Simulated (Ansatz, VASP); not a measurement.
**KCl: VASP beside Ansatz**

The input INCAR:

```
SYSTEM = KCl
PREC     = Accurate       ! precision mode
ENCUT    = 520            ! plane-wave cutoff, eV
EDIFF    = 1E-6           ! SCF threshold, eV
ISMEAR   = 0              ! smearing method
SIGMA    = 0.01           ! smearing width, eV
LREAL    = .FALSE.        ! projectors in reciprocal space
LASPH    = .TRUE.         ! aspherical terms in the spheres
NELM     = 100            ! most SCF steps
ALGO     = Normal         ! electronic algorithm
ISIF     = 2              ! what is computed and relaxed
LWAVE    = .FALSE.        ! write WAVECAR
LCHARG   = .FALSE.        ! write CHGCAR
GGA      = PS             ! functional
NBANDS   = 15             ! bands
```

The input KPOINTS:

```
Automatic mesh
0
G
  8 8 8
  0 0 0
```

File POSCAR:

```
KCl
1.0
    0.0000000000      3.1464700000      3.1464700000
    3.1464700000      0.0000000000      3.1464700000
    3.1464700000      3.1464700000      0.0000000000
K Cl
1 1
Direct
    0.0000000000      0.0000000000      0.0000000000
    0.5000000000      0.5000000000      0.5000000000
```

input.yaml

```yaml
crystal:
  lattice:
    - [0.0, 3.14647, 3.14647]
    - [3.14647, 0.0, 3.14647]
    - [3.14647, 3.14647, 0.0]
  atoms:
    - { symbol: K, position: [0.0, 0.0, 0.0] }
    - { symbol: Cl, position: [0.5, 0.5, 0.5] }
kpoints:
  mp_grid: { grid: [8, 8, 8] }
  band_path:
    path:
      - [0.0, 0.0, 0.0]
      - [0.5, 0.0, 0.5]
      - [0.625, 0.25, 0.625]
      - [0.375, 0.375, 0.75]
      - [0.5, 0.5, 0.5]
      - [0.5, 0.25, 0.75]
    npoints: 1
hamiltonian:
  xc: pbesol
scf:
  occupations: { method: fixed }
  n_extra_bands: 4
output:
  forces: true
  stress: true
  eigenvalues: true
  write_density: true
  write_potential: true
  elf: true
  volumetric_format: npy
```

Alike in both runs: functional PBEsol; k mesh 8 × 8 × 8; no spin polarisation.

```csv
,VASP,Ansatz
version,VASP 6.6.1,Ansatz 0.2.0
potentials or method,"VASP PAW PBE potentials, release 64 (K_sv, Cl)",Ansatz PAW
plane-wave cutoff (eV),520,420
occupations,"gaussian, width 0.01 eV",fixed
valence electrons in the cell,16,16
task,single point,band structure
```

VASP gave:

| Item | Value |
| --- | --- |
| gap on the k mesh at the Fermi level (eV) | 5.02 |
| least direct gap on the mesh (eV) | 5.02 |
| pressure (GPa) | -0.4 |

Q: Which values does Ansatz return?

A: gap on the k mesh at the Fermi level (eV): 5.03; least direct gap on the mesh (eV): 5.03; pressure (GPa): -0.4.

VASP's potentials were made for PBE, not for PBEsol.
